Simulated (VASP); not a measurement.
# Si2Ni (Fm-3m) in VASP: further runs

Runs on Si2Ni. Level: PBE. Tasks: single point, relaxation of cell and atoms.

Everything below comes from runs of VASP 6.6.1. Logs are shortened: lines on timing, memory, paths and dates and some standing lists are left out, and cuts for length are marked.

## Step 1: The cell of the first run

The structure is cubic, space group Fm-3m (No. 225). Conventional cell: a = 5.447 Å, b = 5.447 Å, c = 5.447 Å, α = 90.00°, β = 90.00°, γ = 90.00°. Si (site symmetry -43m) has 4 Ni at 2.36 Å and 6 Si at 2.72 Å within 3.1 Å. Within 3.1 Å of Ni (site symmetry m-3m) lie 8 Si at 2.36 Å.

## Step 2: Single point, PBE

INCAR reads:

```
SYSTEM = Si2Ni
ALGO     = Normal         ! electronic algorithm
EDIFF    = 1E-7           ! SCF threshold, eV
ENCUT    = 520            ! plane-wave cutoff, eV
GGA      = PE             ! functional
ISIF     = 2              ! what is computed and relaxed
ISMEAR   = 0              ! smearing method
LASPH    = .TRUE.         ! aspherical terms in the spheres
LCHARG   = .FALSE.        ! write CHGCAR
LREAL    = .FALSE.        ! projectors in reciprocal space
LWAVE    = .FALSE.        ! write WAVECAR
NBANDS   = 16             ! bands
NELM     = 100            ! most SCF steps
PREC     = Accurate       ! precision mode
SIGMA    = 0.1            ! smearing width, eV
```

KPOINTS reads:

```
k-points
0
G
  14 14 14
  0 0 0
```

POSCAR reads:

```
Si2Ni
1.0
    0.0000000000      2.7233943666      2.7233943666
    2.7233943666      0.0000000000      2.7233943666
    2.7233943666      2.7233943666      0.0000000000
Si Ni
2 1
Direct
    0.2500000000      0.2500000000      0.2500000000
    0.7500000000      0.7500000000      0.7500000000
    0.0000000000      0.0000000000      0.0000000000
```

Potentials or basis: VASP PAW PBE potentials, release 64 (Si, Ni).

On the command line:

```console
> cat potpaw_PBE.64/Si/POTCAR potpaw_PBE.64/Ni/POTCAR > POTCAR
> mpirun -np 1 vasp_std > vasp.out
```

OUTCAR:

```text
SYSTEM = Si2Ni
   EDIFF = 1E-7
   ENCUT = 520
   GGA = PE
   ISIF = 2
   ISMEAR = 0
   LASPH = .TRUE.
   LREAL = .FALSE.
   NELM = 100
   PREC = Accurate

 ion  position               nearest neighbor table
   1  0.250  0.250  0.250-   3 2.36   3 2.36   3 2.36   3 2.36   2 2.72   2 2.72   2 2.72   2 2.72
                             2 2.72   2 2.72
   2  0.750  0.750  0.750-   3 2.36   3 2.36   3 2.36   3 2.36   1 2.72   1 2.72   1 2.72   1 2.72
                             1 2.72   1 2.72
   3  0.000  0.000  0.000-   2 2.36   2 2.36   2 2.36   1 2.36   1 2.36   1 2.36   2 2.36   1 2.36

  LATTYP: Found a face centered cubic cell.
 ALAT       =     5.4467887332

  Lattice vectors:

 A1 = (   0.0000000000,   2.7233943666,   2.7233943666)
 A2 = (   2.7233943666,   0.0000000000,   2.7233943666)
 A3 = (   2.7233943666,   2.7233943666,   0.0000000000)

Analysis of symmetry for initial positions (statically):
=====================================================================
 Subroutine PRICEL returns:
 Original cell was already a primitive cell.

 Routine SETGRP: Setting up the symmetry group for a
 face centered cubic supercell.

 Subroutine GETGRP returns: Found 48 space group operations
 (whereof 48 operations were pure point group operations)
 out of a pool of 48 trial point group operations.

The static configuration has the point symmetry O_h .

Analysis of symmetry for dynamics (positions and initial velocities):
=====================================================================
 Subroutine PRICEL returns:
 Original cell was already a primitive cell.

 Routine SETGRP: Setting up the symmetry group for a
 face centered cubic supercell.

 Subroutine GETGRP returns: Found 48 space group operations
 (whereof 48 operations were pure point group operations)
 out of a pool of 48 trial point group operations.

The dynamic configuration has the point symmetry O_h .

 Subroutine INISYM returns: Found 48 space group operations
 (whereof 48 operations are pure point group operations),
 and found     1 'primitive' translations

----------------------------------------------------------------------------------------

                                     Primitive cell

  volume of cell :      40.3982

  direct lattice vectors                    reciprocal lattice vectors
     0.000000000  2.723394367  2.723394367    -0.183594417  0.183594417  0.183594417
     2.723394367  0.000000000  2.723394367     0.183594417 -0.183594417  0.183594417
[... 90 lines left out ...]
   NSW    =      0    number of steps for IOM
   IBRION =     -1    ionic relax: 0-MD 1-quasi-New 2-CG
   NFREE  =      0    steps in history (QN), initial steepest desc. (CG)
   ISIF   =      2    stress and relaxation
   ISYM   =      2    0-nonsym 1-usesym 2-fastsym
   POTIM  = 0.5000    time-step for ionic-motion
   TEBEG  =    0.0;   TEEND  =   0.0 temperature during run
   PSTRESS=    0.0 pullay stress
   NELECT =      18.0000    total number of electrons
   NUPDOWN=      -1.0000    fix difference up-down
   EMIN   =  10.00;   EMAX   =-10.00  energy-range for DOS
   EFERMI =   0.00;   METHOD = LEGACY
   ISMEAR =     0;   SIGMA  =   0.10  broadening in eV -4-tet -1-fermi 0-gaus
   EFERMI_NEDOS =   21; number of points for ismear=-14 and -15
   IALGO  =     38    algorithm
   IMIX   =      4    mixing-type and parameters
     AMIX     =   0.40;   BMIX     =  1.00
     AMIX_MAG =   1.60;   BMIX_MAG =  1.00
  volume/ion in A,a.u.               =      13.47        90.87
  Fermi-wavevector in a.u.,A,eV,Ry     =   1.250389  2.362893 21.272336  1.563473
  Thomas-Fermi vector in A             =   2.384385
   LORBIT       =      0    0 simple, 1 ext, 2 COOP (PROOUT), +10 PAW based schemes
   GGA     = PE    functional components
   LHFCALC =     F    Hartree Fock is set to
   AEXX    =    0.0000 exact exchange contribution
   IVDW    =     0    specifies the selected vdW correction
   LEPSILON=     F    determine dielectric tensor
   LRPA    =     F    only Hartree local field effects (RPA)
 non-spin polarized calculation
 Gauss-broadening in eV      SIGMA  =   0.10
  energy-cutoff  :      520.00
  volume of cell :       40.40
 maximum number of plane-waves:      1106
 NGX is ok and might be reduce to    30
   NGX = 15   NGY = 15   NGZ = 15

 number of electron      17.9999991 magnetization

 Free energy of the ion-electron system (eV)
  ---------------------------------------------------
  ext. energy  EPLUGINS =         0.00000000
  ---------------------------------------------------
  free energy    TOTEN  =       -17.37226184 eV

  energy without entropy =      -17.36820729  energy(sigma->0) =      -17.37023456

 E-fermi :  10.1379     XC(G=0): -11.4831

 val. band max:       10.0560385535   @ k =   0.4286   0.2857   0.0000
 cond. band min:      10.1576016708   @ k =  -0.4286   0.4286   0.0714
 fundamental gap:      0.1015631174
 Fermi energy:        10.1379346233

 k-point     1 :       0.0000    0.0000    0.0000
  band No.  band energies     occupation
      1      -3.5162      2.00000
      2       5.0707      2.00000
      3       5.0707      2.00000
      4       5.0707      2.00000
      5       6.7411      2.00000
      6       6.7411      2.00000
[... 433 lines left out ...]
      3       5.2252      2.00000
      4       5.2709      2.00000
      5       6.2190      2.00000
      6       6.8665      2.00000
[... 8 lines left out ...]
     15      17.1626      0.00000
     16      17.3747      0.00000

 [... further k-points ...]

------------------------ aborting loop because EDIFF is reached ----------------------------------------

  FORCE on cell =-STRESS in cart. coord.  units (eV):
  Direction    XX          YY          ZZ          XY          YZ          ZX
  --------------------------------------------------------------------------------------
  -------------------------------------------------------------------------------------
  Total       -0.0036541     -0.0036541     -0.0036541     -0.0000000      0.0000000      0.0000000
  in kB       -0.1449198     -0.1449198     -0.1449198     -0.0000000      0.0000000      0.0000000
  external PRESSURE =      -0.1449198 kB  Pullay stress =       0.0000000 kB

 VOLUME and BASIS-vectors are now :
 -----------------------------------------------------------------------------
  energy-cutoff  :      520.00
  volume of cell :       40.40
      direct lattice vectors                 reciprocal lattice vectors
     0.000000000  2.723394367  2.723394367    -0.183594417  0.183594417  0.183594417
     2.723394367  0.000000000  2.723394367     0.183594417 -0.183594417  0.183594417
     2.723394367  2.723394367  0.000000000     0.183594417  0.183594417 -0.183594417

 POSITION                                       TOTAL-FORCE (eV/Angst)
 -----------------------------------------------------------------------------------
      1.36170      1.36170      1.36170         0.000000      0.000000     -0.000000
      4.08509      4.08509      4.08509        -0.000000     -0.000000      0.000000
      0.00000      0.00000      0.00000         0.000000      0.000000     -0.000000
 -----------------------------------------------------------------------------------
    total drift:                                0.000000     -0.000000     -0.000000

  FREE ENERGIE OF THE ION-ELECTRON SYSTEM (eV)
  ---------------------------------------------------
  free  energy   TOTEN  =       -17.3722618373 eV

  energy  without entropy=      -17.3682072905  energy(sigma->0) =      -17.37023456
```

OSZICAR:

```text
N       E                     dE             d eps       ncg     rms          rms(c)
DAV:   1     0.627178327963E+02    0.62718E+02   -0.77057E+03  3352   0.113E+03
DAV:   2    -0.161087492669E+02   -0.78827E+02   -0.72013E+02  3648   0.209E+02
DAV:   3    -0.193308894737E+02   -0.32221E+01   -0.31712E+01  4416   0.464E+01
DAV:   4    -0.193811439684E+02   -0.50254E-01   -0.50229E-01  3952   0.557E+00
DAV:   5    -0.193824738911E+02   -0.13299E-02   -0.13299E-02  4328   0.958E-01    0.162E+01
DAV:   6    -0.244034561584E+02   -0.50210E+01   -0.41727E+01  3432   0.150E+02    0.256E+01
DAV:   7    -0.175293749469E+02    0.68741E+01   -0.12464E+01  4144   0.925E+01    0.386E+00
DAV:   8    -0.174091787595E+02    0.12020E+00   -0.16850E+00  4496   0.209E+01    0.255E+00
DAV:   9    -0.173732290934E+02    0.35950E-01   -0.24095E-01  4056   0.815E+00    0.608E-01
DAV:  10    -0.173721987106E+02    0.10304E-02   -0.66607E-03  4968   0.129E+00    0.327E-01
DAV:  11    -0.173722294284E+02   -0.30718E-04   -0.95744E-04  3896   0.361E-01    0.311E-02
DAV:  12    -0.173722576775E+02   -0.28249E-04   -0.55482E-05  4352   0.562E-02    0.238E-02
DAV:  13    -0.173722610181E+02   -0.33406E-05   -0.21254E-05  3704   0.683E-02    0.735E-03
DAV:  14    -0.173722615810E+02   -0.56298E-06   -0.11166E-06  4240   0.733E-03    0.441E-03
DAV:  15    -0.173722617303E+02   -0.14924E-06   -0.20309E-07  3504   0.110E-02    0.826E-04
DAV:  16    -0.173722618567E+02   -0.12643E-06   -0.60790E-08  2080   0.351E-03    0.449E-04
DAV:  17    -0.173722618373E+02    0.19430E-07   -0.20921E-08  2032   0.237E-03
   1 F= -.17372262E+02 E0= -.17370235E+02  d E =-.405455E-02
```

stdout:

```text
POSCAR found type information on POSCAR SiNi
 POSCAR found :  2 types and       3 ions
 scaLAPACK will be used
 LDA part: xc-table for (Slater+PW92), standard interpolation
 POSCAR, INCAR and KPOINTS ok, starting setup
 FFT: planning ... GRIDC
 FFT: planning ... GRID_SOFT
 FFT: planning ... GRID
 WAVECAR not read
 entering main loop
```

It took 2.6 min on 1 thread of Intel Xeon 8259CL, shared host; peak memory 0.21 GiB.

Results:

```yaml
Free_energy: -17.3723 eV
Pressure: 0.0 GPa
Band_gap_on_the_k_mesh: zero (bands 9 and 10 overlap by 2.14 eV)
```

## Step 3: Relaxation of cell and atoms, PBE

This run uses another cell than the first one, of 13.02 Å³/atom.

INCAR reads:

```
SYSTEM = Si2Ni
PREC = Accurate ; ENCUT = 600
EDIFF = 1E-6 ; ISMEAR = 0
SIGMA = 0.1 ; LREAL = .False.
LASPH = .True. ; NELM = 100
ALGO = Normal ; ISIF = 3
LWAVE = .False. ; LCHARG = .False.
GGA = PE ; IBRION = 2
NSW = 100 ; EDIFFG = -0.005
```

KPOINTS reads:

```
Automatic mesh
0
Gamma
  14 14 14
  0 0 0
```

POSCAR reads:

```
Si2Ni
1.0
    0.0000000000      2.6931550400      2.6931550400
    2.6931550400      0.0000000000      2.6931550400
    2.6931550400      2.6931550400      0.0000000000
Si Ni
2 1
Direct
    0.2500000000      0.2500000000      0.2500000000
    0.7500000000      0.7500000000      0.7500000000
    0.0000000000      0.0000000000      0.0000000000
```

Potentials or basis: VASP PAW PBE potentials, release 64 (Si, Ni).

On the command line:

```console
> cat potpaw_PBE.64/Si/POTCAR potpaw_PBE.64/Ni/POTCAR > POTCAR
> mpirun -np 1 vasp_std > vasp.out
```

Run time: 5.4 min. Hardware: 1 thread of Intel Xeon 8259CL, shared host; peak memory 0.22 GiB.

The run converged. Its results:

```yaml
Free_energy: -17.3718 eV
Relaxed_volume: 13.46 Å³/atom
Relaxed_cell: a = 3.851 Å, b = 3.851 Å, c = 3.851 Å, α = 60.00°, β = 60.00°, γ = 60.00°
Space_group_after_relaxing_to_0.1_Å: Fm-3m (No. 225)
Energy_gained_by_relaxing: 6.9 meV/atom
Ionic_steps: 6
Pressure_after_relaxing: 0.0 GPa
Band_gap_on_the_k_mesh: zero (bands 9 and 10 overlap by 2.14 eV)
```

The path:
| step | energy change (eV) | largest force (eV/Å) | pressure (GPa) | volume (Å³) |
| --- | --- | --- | --- | --- |
| 1 | 0.0000 | 0.0000 | 5.00 | 39.07 |
| 2 | -0.0094 | 0.0000 | -3.51 | 41.41 |
| 3 | -0.0207 | 0.0000 | 0.14 | 40.41 |
| 4 | -0.0206 | 0.0000 | -0.16 | 40.44 |
| 5 | -0.0207 | 0.0000 | 0.10 | 40.37 |
| 6 | -0.0207 | 0.0000 | 0.03 | 40.39 |

Final structure:
```
CELL_PARAMETERS angstrom
0.00000 2.72314 2.72314
2.72314 0.00000 2.72314
2.72314 2.72314 0.00000
ATOMIC_POSITIONS crystal
Si 0.25000 0.25000 0.25000
Si 0.75000 0.75000 0.75000
Ni 0.00000 0.00000 0.00000
```

Levels at points of the mesh, in eV from the Fermi level:
| k point | band 7 | band 8 | band 9 | band 10 | band 11 | band 12 |
| --- | --- | --- | --- | --- | --- | --- |
| (0.00, 0.00, 0.00) | -0.49 | 1.66 | 1.66 | 1.66 | 2.31 | 2.31 |
| (0.50, 0.00, 0.00) | -3.22 | -1.40 | -1.40 | 1.74 | 1.78 | 1.78 |
| (0.50, 0.50, 0.00) | -3.49 | -3.33 | -3.01 | -0.46 | 1.45 | 7.73 |
